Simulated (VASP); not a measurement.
A run of VASP 6.6.1 is set up as follows.

The input INCAR:

```
SYSTEM = GaN
ALGO     = Normal         ! electronic algorithm
EDIFF    = 1E-6           ! SCF threshold, eV
ENCUT    = 520            ! plane-wave cutoff, eV
GGA      = CA             ! functional
ISIF     = 2              ! what is computed and relaxed
ISMEAR   = 0              ! smearing method
LASPH    = .TRUE.         ! aspherical terms in the spheres
LCHARG   = .FALSE.        ! write CHGCAR
LREAL    = .FALSE.        ! projectors in reciprocal space
LWAVE    = .FALSE.        ! write WAVECAR
NBANDS   = 26             ! bands
NELM     = 60             ! most SCF steps
PREC     = Accurate       ! precision mode
SIGMA    = 0.01           ! smearing width, eV
```

KPOINTS

```
k-points
0
G
  8 8 5
  0 0 0
```

File POSCAR:

```
GaN
1.0
    3.1517957840      0.0000000000      0.0000000000
   -1.5758978920      2.7295352164      0.0000000000
    0.0000000000      0.0000000000      5.1125907433
Ga N
2 2
Direct
    0.3333333333      0.6666666667     -0.0011346350
    0.6666666667      0.3333333333      0.4988653650
    0.3333333333      0.6666666667      0.3761346350
    0.6666666667      0.3333333333      0.8761346350
```

Potentials or basis: VASP PAW LDA potentials, release 64 (Ga_d, N).

Command:

```console
$ cat potpaw_LDA.64/Ga_d/POTCAR potpaw_LDA.64/N/POTCAR > POTCAR
$ mpirun -np 1 vasp_std > vasp.out
```

(1) Estimate the band gap on the k mesh.

(2) Predict the pressure.

Results:

(1) 2.20 eV.

(2) 2.2 GPa.
